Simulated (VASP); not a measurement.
CaSe:

```
Se Ca
1.0
     0.00000    2.95600    2.95600
     2.95600    0.00000    2.95600
     2.95600    2.95600    0.00000
Se Ca
1 1
Direct
  0.50000 0.50000 0.50000
  0.00000 0.00000 0.00000
```

| Quantity | Value |
| --- | --- |
| Program | VASP 6.6.1 |
| Task | relaxation of cell and atoms |
| Functional | PBE |
| Potentials or basis | VASP PAW PBE potentials, release 64 (Se, Ca_sv) |
| Cutoff | 600 eV |
| k mesh | 8 × 8 × 8 |
| Occupations | fermi-dirac, width 0.05 eV |
| Spin | no spin polarisation |

At the start: pressure 1.4 GPa; volume 25.83 Å³/atom.

Q: How do energy, volume and symmetry change on relaxing?

A: Over 3 steps the energy falls by 2.9 meV/atom and the volume is 26.54 Å³/atom (+2.7 %); space group Fm-3m (No. 225, to 0.1 Å) before and after.

The path:
```
step  energy change (eV)  largest force (eV/Å)  pressure (GPa)  volume (Å³)
   1              0.0000                0.0000            1.36        51.66
   2             -0.0057                0.0000           -0.22        53.32
   3             -0.0059                0.0000            0.00        53.07
```

Final structure:
```yaml
crystal:
  lattice:
    - [0.00000, 2.98269, 2.98269]
    - [2.98269, 0.00000, 2.98269]
    - [2.98269, 2.98269, 0.00000]
  atoms:
    - { symbol: Se, position: [0.50000, 0.50000, 0.50000] }
    - { symbol: Ca, position: [0.00000, 0.00000, 0.00000] }
```
